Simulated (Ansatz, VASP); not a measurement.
## Two plane-wave programs on CoO

```xyz
2
Lattice="1.6022 0.9250 2.5665 -1.6022 0.9250 2.5665 0.0000 -1.8501 2.5665" Properties=species:S:1:pos:R:3 pbc="T T T"
Co    0.0000    0.0000    7.6915
O     0.0000    0.0000    5.7824
```

Alike in both runs: functional PBEsol; k mesh 10 × 10 × 10; occupations fermi-dirac, width 0.05 eV; collinear spin.

|  | VASP | Ansatz |
| --- | --- | --- |
| version | VASP 6.6.1 | Ansatz 0.2.0 |
| potentials or method | VASP PAW PBE potentials, release 64 (Co_sv, O) | Ansatz PAW |
| plane-wave cutoff (eV) | 600 | 420 |
| valence electrons in the cell | 23 | 23 |
| task | single point | band structure |

|  | VASP | Ansatz | Ansatz less VASP |
| --- | --- | --- | --- |
| gap on the k mesh at the Fermi level (eV) | none | none | - |
| pressure (GPa) | -9.8 | -7.9 | +1.86 |
| traceless stress, the component that is largest in VASP (GPa) | 3.25 | 3.26 | +0.008 |
| rms of the force components (eV/Å) | 0.124 | 0.124 | +0.0006 |
| net moment per atom (μB) | 1.39 | 1.39 | +0.003 |
| size of the moment on the site where the two differ most (μB) | 2.33 | 2.22 | -0.109 |

VASP's potentials were made for PBE, not for PBEsol. Site moments also hang on the region over which each program counts them. Atom by atom the forces differ by 0.001 eV/Å (rms over components). A gap of «none» marks a metal or a gap that the smearing closes.
